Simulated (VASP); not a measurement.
# TiSi6Mo (R3m) in VASP: further runs, part 2 of 2

VASP 6.6.1.

### 3 Single point, PBE

File INCAR:

```
ALGO = Normal
EDIFF = 1E-7
ENCUT = 520
GGA = PE
ISIF = 2
ISMEAR = 0
LASPH = True
LCHARG = False
LREAL = False
LWAVE = False
NBANDS = 35
NELM = 60
PREC = Accurate
SIGMA = 0.1
```

File KPOINTS:

```
k-points
0
Gamma
  6 6 6
```

File POSCAR:

```
TiSi6Mo
1.0
    3.7155296012      2.1451620155      2.4939840671
   -3.7155296012      2.1451620155      2.4939840671
    0.0000000000     -4.2903240309      2.4939840671
Ti Si Mo
1 6 1
Direct
    0.7101814902      0.7101814902      0.7101814902
    0.9037962917      0.2307387795      0.5694010436
    0.5694010436      0.9037962917      0.2307387795
    0.2307387795      0.5694010436      0.9037962917
    0.5694010436      0.2307387795      0.9037962917
    0.2307387795      0.9037962917      0.5694010436
    0.9037962917      0.5694010436      0.2307387795
    0.0978524004      0.0978524004      0.0978524004
```

Potentials or basis: VASP PAW PBE potentials, release 64 (Ti_sv, Si, Mo_sv).

The run is started by

```
$ cat potpaw_PBE.64/Ti_sv/POTCAR potpaw_PBE.64/Si/POTCAR potpaw_PBE.64/Mo_sv/POTCAR > POTCAR
$ mpirun -np 1 vasp_std > vasp.out
```

OUTCAR:

```text
EDIFF = 1E-7
   ENCUT = 520
   GGA = PE
   ISIF = 2
   ISMEAR = 0
   LASPH = True
   LREAL = False
   NELM = 60
   PREC = Accurate

 ion  position               nearest neighbor table
   1  0.710  0.710  0.710-   2 2.72   6 2.72   3 2.72   7 2.72   4 2.72   5 2.72   4 2.84   5 2.84
                             3 2.84   7 2.84   2 2.84   6 2.84   8 2.90
   2  0.904  0.231  0.569-   6 2.43   5 2.48   3 2.49   4 2.49   7 2.52   8 2.68   1 2.72   1 2.84
                             8 2.86
   3  0.569  0.904  0.231-   5 2.43   7 2.48   2 2.49   4 2.49   6 2.52   8 2.68   1 2.72   1 2.84
                             8 2.86
   4  0.231  0.569  0.904-   7 2.43   6 2.48   2 2.49   3 2.49   5 2.52   8 2.68   1 2.72   1 2.84
                             8 2.86
   5  0.569  0.231  0.904-   3 2.43   2 2.48   6 2.49   7 2.49   4 2.52   8 2.68   1 2.72   1 2.84
                             8 2.86
   6  0.231  0.904  0.569-   2 2.43   4 2.48   7 2.49   5 2.49   3 2.52   8 2.68   1 2.72   1 2.84
                             8 2.86
   7  0.904  0.569  0.231-   4 2.43   3 2.48   6 2.49   5 2.49   2 2.52   8 2.68   1 2.72   1 2.84
                             8 2.86
   8  0.098  0.098  0.098-   3 2.68   7 2.68   6 2.68   2 2.68   4 2.68   5 2.68   4 2.86   5 2.86
                             2 2.86   6 2.86   3 2.86   7 2.86   1 2.90

  LATTYP: Found a trigonal (rhomboedric) cell.
 ALAT       =     4.9625433819
 COS(alpha) =    -0.1211476585

  Lattice vectors:

 A1 = (   3.7155296012,   2.1451620155,   2.4939840671)
 A2 = (  -3.7155296012,   2.1451620155,   2.4939840671)
 A3 = (   0.0000000000,  -4.2903240309,   2.4939840671)

Analysis of symmetry for initial positions (statically):
=====================================================================
 Subroutine PRICEL returns:
 Original cell was already a primitive cell.

 Routine SETGRP: Setting up the symmetry group for a
 trigonal (rhombohedral) supercell.

 Subroutine GETGRP returns: Found  6 space group operations
 (whereof  6 operations were pure point group operations)
 out of a pool of 12 trial point group operations.

The static configuration has the point symmetry C_3v.

Analysis of symmetry for dynamics (positions and initial velocities):
=====================================================================
 Subroutine PRICEL returns:
 Original cell was already a primitive cell.

 Routine SETGRP: Setting up the symmetry group for a
 trigonal (rhombohedral) supercell.

 Subroutine GETGRP returns: Found  6 space group operations
 (whereof  6 operations were pure point group operations)
 out of a pool of 12 trial point group operations.

The dynamic configuration has the point symmetry C_3v.

 Subroutine INISYM returns: Found  6 space group operations
 (whereof  6 operations are pure point group operations),
 and found     1 'primitive' translations

----------------------------------------------------------------------------------------

                                     Primitive cell

  volume of cell :     119.2685

  direct lattice vectors                    reciprocal lattice vectors
     3.715529601  2.145162015  2.493984067     0.134570318  0.077694209  0.133654957
[... 54 lines left out ...]
            Coordinates               Weight
  0.000000  0.000000  0.000000      1.000000
  0.166667  0.000000 -0.000000      6.000000
  0.333333 -0.000000 -0.000000      6.000000
  0.500000 -0.000000  0.000000      3.000000
  0.166667  0.166667 -0.000000      6.000000
  0.333333  0.166667 -0.000000     12.000000
[... 16 lines left out ...]
  0.500000  0.500000  0.166667      6.000000
 -0.333333  0.500000  0.166667     12.000000
 [... further k-points ...]
   k-points           NKPTS =     32   k-points in BZ     NKDIM =     32   number of bands    NBANDS=     35
   number of dos      NEDOS =    301   number of ions     NIONS =      8
   total plane-waves  NPLWV =  64000
   dimension x,y,z NGX =    40 NGY =   40 NGZ =   40
   dimension x,y,z NGXF=    80 NGYF=   80 NGZF=   80
   ions per type =               1   6   1
   NGX,Y,Z   is equivalent  to a cutoff of  13.40, 13.40, 13.40 a.u.
   NGXF,Y,Z  is equivalent  to a cutoff of  26.80, 26.80, 26.80 a.u.
 SYSTEM =  unknown system
   PREC   = accura    normal or accurate (medium, high low for compatibility)
   ISTART =      0    job   : 0-new  1-cont  2-samecut
   ICHARG =      2    charge: 1-file 2-atom 10-const
   ISPIN  =      1    spin polarized calculation?
   LNONCOLLINEAR =      F non collinear calculations
   LSORBIT =      F    spin-orbit coupling
   LASPH  =      T    aspherical Exc in radial PAW
   ENCUT  =  520.0 eV  38.22 Ry    6.18 a.u.   9.23  9.23  9.23*2*pi/ulx,y,z
   NELM   =     60;   NELMIN=  2; NELMDL= -5     # of ELM steps
   EDIFF  = 0.1E-06   stopping-criterion for ELM
   LREAL  =      F    real-space projection
   EDIFFG = 0.1E-05   stopping-criterion for IOM
   NSW    =      0    number of steps for IOM
   IBRION =     -1    ionic relax: 0-MD 1-quasi-New 2-CG
   NFREE  =      0    steps in history (QN), initial steepest desc. (CG)
   ISIF   =      2    stress and relaxation
   ISYM   =      2    0-nonsym 1-usesym 2-fastsym
   POTIM  = 0.5000    time-step for ionic-motion
   TEBEG  =    0.0;   TEEND  =   0.0 temperature during run
   PSTRESS=    0.0 pullay stress
   NELECT =      50.0000    total number of electrons
   NUPDOWN=      -1.0000    fix difference up-down
   EMIN   =  10.00;   EMAX   =-10.00  energy-range for DOS
   EFERMI =   0.00;   METHOD = LEGACY
   ISMEAR =     0;   SIGMA  =   0.10  broadening in eV -4-tet -1-fermi 0-gaus
   EFERMI_NEDOS =   21; number of points for ismear=-14 and -15
   IALGO  =     38    algorithm
   IMIX   =      4    mixing-type and parameters
     AMIX     =   0.40;   BMIX     =  1.00
     AMIX_MAG =   1.60;   BMIX_MAG =  1.00
  volume/ion in A,a.u.               =      14.91       100.61
  Fermi-wavevector in a.u.,A,eV,Ry     =   1.225245  2.315377 20.425408  1.501225
  Thomas-Fermi vector in A             =   2.360290
   LORBIT       =      0    0 simple, 1 ext, 2 COOP (PROOUT), +10 PAW based schemes
   GGA     = PE    functional components
   LHFCALC =     F    Hartree Fock is set to
   AEXX    =    0.0000 exact exchange contribution
   IVDW    =     0    specifies the selected vdW correction
   LEPSILON=     F    determine dielectric tensor
   LRPA    =     F    only Hartree local field effects (RPA)
 non-spin polarized calculation
 Gauss-broadening in eV      SIGMA  =   0.10
  energy-cutoff  :      520.00
  volume of cell :      119.27
 maximum number of plane-waves:      3228
 NGX is ok and might be reduce to    40
   NGX = 19   NGY = 19   NGZ = 19

 number of electron      50.0000004 magnetization

 Free energy of the ion-electron system (eV)
  ---------------------------------------------------
  ext. energy  EPLUGINS =         0.00000000
  ---------------------------------------------------
  free energy    TOTEN  =       -51.56180057 eV

  energy without entropy =      -51.54130203  energy(sigma->0) =      -51.55155130

 E-fermi :  10.0295     XC(G=0): -11.4188

 val. band max:        9.9987929542   @ k =   0.3333   0.3333  -0.0000
 cond. band min:      10.0358924281   @ k =  -0.3333   0.5000   0.3333
 fundamental gap:      0.0370994739
 Fermi energy:        10.0294516878

 k-point     1 :       0.0000    0.0000    0.0000
  band No.  band energies     occupation
      1     -50.7664      2.00000
      2     -46.7949      2.00000
      3     -24.9327      2.00000
      4     -24.9327      2.00000
      5     -24.8626      2.00000
      6     -23.1106      2.00000
[... 901 lines left out ...]
     34      13.7814      0.00000
     35      14.1339      0.00000

 [... further k-points ...]
[... 5 lines left out ...]
  --------------------------------------------------------------------------------------
  -------------------------------------------------------------------------------------
  Total       -0.0011237     -0.0011237     -0.0155567      0.0000000     -0.0000000      0.0000000
  in kB       -0.0150951     -0.0150951     -0.2089792      0.0000000     -0.0000000      0.0000000
  external PRESSURE =      -0.0797231 kB  Pullay stress =       0.0000000 kB

 VOLUME and BASIS-vectors are now :
 -----------------------------------------------------------------------------
  energy-cutoff  :      520.00
  volume of cell :      119.27
      direct lattice vectors                 reciprocal lattice vectors
     3.715529601  2.145162015  2.493984067     0.134570318  0.077694209  0.133654957
    -3.715529601  2.145162015  2.493984067    -0.134570318  0.077694209  0.133654957
     0.000000000 -4.290324031  2.493984067     0.000000000 -0.155388419  0.133654957

 POSITION                                       TOTAL-FORCE (eV/Angst)
 -----------------------------------------------------------------------------------
      0.00000      0.00000      5.31354         0.000000     -0.000000     -0.007964
      2.50077     -0.00915      4.24959         0.001328     -0.002881      0.000518
     -1.24246      2.17030      4.24959         0.001831      0.002591      0.000518
     -1.25831     -2.16115      4.24959        -0.003159      0.000290      0.000518
      1.25831     -2.16115      4.24959         0.003159      0.000290      0.000518
     -2.50077     -0.00915      4.24959        -0.001328     -0.002881      0.000518
      1.24246      2.17030      4.24959        -0.001831      0.002591      0.000518
      0.00000      0.00000      0.73213         0.000000      0.000000      0.004856
 -----------------------------------------------------------------------------------
    total drift:                               -0.000000     -0.000000     -0.000354

  FREE ENERGIE OF THE ION-ELECTRON SYSTEM (eV)
  ---------------------------------------------------
  free  energy   TOTEN  =       -51.5618005712 eV

  energy  without entropy=      -51.5413020273  energy(sigma->0) =      -51.55155130
```

It took 62 s on 1 thread of Intel Xeon 6975P-C (Granite Rapids), shared host; peak memory 0.3 GiB.

Results:

```yaml
Free_energy: -51.5618 eV
Pressure: 0.0 GPa
Largest_force: 0.008 eV/Å
Band_gap_on_the_k_mesh: zero (bands 25 and 26 overlap by 0.85 eV)
```

Forces on the atoms (eV/Å):
```
Ti   0.000  0.000 -0.008
Si   0.001 -0.003  0.001
Si   0.002  0.003  0.001
Si  -0.003  0.000  0.001
Si   0.003  0.000  0.001
Si  -0.001 -0.003  0.001
Si  -0.002  0.003  0.001
Mo   0.000  0.000  0.005
```
